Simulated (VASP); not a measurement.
Crystal: AlP.

```xyz
2
Lattice="0.0000 2.7255 2.7255 2.7255 0.0000 2.7255 2.7255 2.7255 0.0000" Properties=species:S:1:pos:R:3 pbc="T T T"
Al    0.0000    0.0000    0.0000
P     1.3627    1.3627    1.3627
```

Program: VASP 6.6.1. Alike in all runs: task single point; no spin polarisation; cell as given; k mesh 8 × 8 × 8; cutoff (eV) 500; smearing gaussian 0.01 eV.

Task: Order these runs on this cell by their pressure, lowest first.
A. level BLYP; potentials or basis VASP PAW PBE potentials, release 64 (Al, P)
B. level LDA; potentials or basis VASP PAW LDA potentials, release 64 (Al, P)
C. level PBEsol; potentials or basis VASP PAW PBE potentials, release 64 (Al, P)

Result: B (-0.8 GPa), C (1.0 GPa), A (5.3 GPa).

Caveats: the PAW data sets were made with another functional, which shifts forces and pressure a little (some runs).
